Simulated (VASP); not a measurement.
A run of VASP 6.6.1 is set up as follows.

INCAR

```
SYSTEM = CdSe
ALGO = Normal ; EDIFF = 1E-6
ENCUT = 520 ; GGA = PE
ISIF = 2 ; ISMEAR = -1
LASPH = .True. ; LCHARG = .True.
LELF = .True. ; LREAL = .False.
LVHAR = .True. ; LWAVE = .False.
NBANDS = 26 ; NELM = 60
PREC = Accurate ; SIGMA = 0.05
```

Contents of KPOINTS:

```
k-points
0
Gamma
  9 9 5
  0 0 0
```

Contents of POSCAR:

```
CdSe
1.0
    4.0377375958      0.0000000000      0.0000000000
   -2.0188687979      3.4967833317      0.0000000000
    0.0000000000      0.0000000000      6.7442578881
Cd Se
2 2
Direct
    0.3333333333      0.6666666667      0.0036818132
    0.6666666667      0.3333333333      0.5036818132
    0.3333333333      0.6666666667      0.3723181868
    0.6666666667      0.3333333333      0.8723181868
```

Potentials or basis: VASP PAW PBE potentials, release 64 (Cd, Se).

The run is started by

```console
$ cat potpaw_PBE.64/Cd/POTCAR potpaw_PBE.64/Se/POTCAR > POTCAR
$ mpirun -np 1 vasp_std > vasp.out
```

(1) Estimate the pressure.

(2) Estimate the band gap on the k mesh.

Answers

(1) 17.3 GPa.

(2) 0.96 eV, direct.
